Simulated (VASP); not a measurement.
A run of VASP 6.6.1 is set up as follows.

INCAR

```
SYSTEM = MgCd3Se4
PREC     = Accurate       ! precision mode
ENCUT    = 520            ! plane-wave cutoff, eV
EDIFF    = 1E-7           ! SCF threshold, eV
ISMEAR   = 0              ! smearing method
SIGMA    = 0.1            ! smearing width, eV
LREAL    = .FALSE.        ! projectors in reciprocal space
LASPH    = .TRUE.         ! aspherical terms in the spheres
NELM     = 60             ! most SCF steps
ALGO     = Normal         ! electronic algorithm
ISIF     = 2              ! what is computed and relaxed
LWAVE    = .FALSE.        ! write WAVECAR
LCHARG   = .FALSE.        ! write CHGCAR
GGA      = PE             ! functional
NBANDS   = 41             ! bands
```

Contents of KPOINTS:

```
Automatic mesh
0
G
  4 4 4
  0 0 0
```

Contents of POSCAR:

```
MgCd3Se4
1.0
   -2.8442644667      2.8442644667      5.6958247762
    2.8442644667     -2.8442644667      5.6958247762
    2.8442644667      2.8442644667     -5.6958247762
Mg Cd Se
1 3 4
Direct
    0.5000000000      0.5000000000      0.0000000000
    0.7500000000      0.2500000000      0.5000000000
    0.2500000000      0.7500000000      0.5000000000
    0.0000000000      0.0000000000      0.0000000000
    0.5000000000      0.0000000000      0.5000000000
    0.0000000000      0.5000000000      0.5000000000
    0.2562423532      0.2562423532      0.0000000000
    0.7437576468      0.7437576468      0.0000000000
```

Potentials or basis: VASP PAW PBE potentials, release 64 (Mg, Cd, Se).

Command:

```console
$ cat potpaw_PBE.64/Mg/POTCAR potpaw_PBE.64/Cd/POTCAR potpaw_PBE.64/Se/POTCAR > POTCAR
$ mpirun -np 1 vasp_std > vasp.out
```

Problem. What does it give for the band gap on the k mesh?

Solution. Zero (band 31 reaches 2.53 eV, above the bottom of band 32 at 2.12 eV).

Problem. Estimate the pressure.

Solution. 0.2 GPa.

Problem. Estimate the largest force.

Solution. 0.038 eV/Å.

Forces on the atoms (eV/Å):
```
Mg   0.000  0.000  0.000
Cd   0.000  0.000  0.000
Cd   0.000  0.000  0.000
Cd   0.000  0.000  0.000
Se   0.000  0.000  0.000
Se   0.000  0.000  0.000
Se   0.000  0.000  0.038
Se   0.000  0.000 -0.038
```

Caveat: the k points lie up to 0.39 Å⁻¹ apart.
